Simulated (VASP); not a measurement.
Here is a VASP 6.6.1 calculation.

File POSCAR:

```
SrLi2SnSe4
1.0
   -3.5188839957      3.5188839957      4.1523314576
    3.5188839957     -3.5188839957      4.1523314576
    3.5188839957      3.5188839957     -4.1523314576
Sn Sr Li Se
1 1 2 4
Direct
    0.0000000000      0.0000000000      0.0000000000
    0.5000000000      0.5000000000      0.0000000000
    0.2500000000      0.7500000000      0.5000000000
    0.7500000000      0.2500000000      0.5000000000
    0.0341229659      0.0341229659      0.4165535698
    0.9658770341      0.3824306039      0.0000000000
    0.6175693961      0.6175693961      0.5834464302
    0.3824306039      0.9658770341      0.0000000000
```

Contents of INCAR.step1:

```
SYSTEM = SrLi2SnSe4
PREC = Accurate
ENCUT = 520
ISMEAR = 0
SIGMA = 0.005
LREAL = .FALSE.
LASPH = .TRUE.
NELM = 80
NBANDS = 37
GGA = PE
ALGO = Normal
EDIFF = 1E-4
LWAVE = .TRUE.
LCHARG = .FALSE.
```

File INCAR.step2:

```
SYSTEM = SrLi2SnSe4
PREC = Accurate
ENCUT = 520
EDIFF = 1E-7
ISMEAR = 0
SIGMA = 0.005
LREAL = .FALSE.
LASPH = .TRUE.
NELM = 80
ALGO = Normal
ISIF = 2
LWAVE = .FALSE.
LCHARG = .TRUE.
METAGGA = R2SCAN
LMIXTAU = .TRUE.
LELF = .TRUE.
LVHAR = .TRUE.
NBANDS = 37
ISTART = 1
```

KPOINTS

```
Automatic mesh
0
G
  4 4 4
  0 0 0
```

Potentials or basis: VASP PAW PBE potentials, release 64 (Sn_d, Sr_sv, Li_sv, Se).

Command:

```sh
$ cat potpaw_PBE.64/Sn_d/POTCAR potpaw_PBE.64/Sr_sv/POTCAR potpaw_PBE.64/Li_sv/POTCAR potpaw_PBE.64/Se/POTCAR > POTCAR
$ cp INCAR.step1 INCAR
$ mpirun -np 1 vasp_std > vasp.out
$ cp INCAR.step2 INCAR
$ mpirun -np 1 vasp_std > vasp.out
```

(1) Estimate the band gap on the k mesh.

(2) Predict the largest force.

## Answers

(1) 2.09 eV, direct.

(2) 0.008 eV/Å.

Caveat: the PAW data sets were made with another functional, which shifts forces and pressure a little; spin-orbit coupling is left out, which moves the levels of the heavy elements.
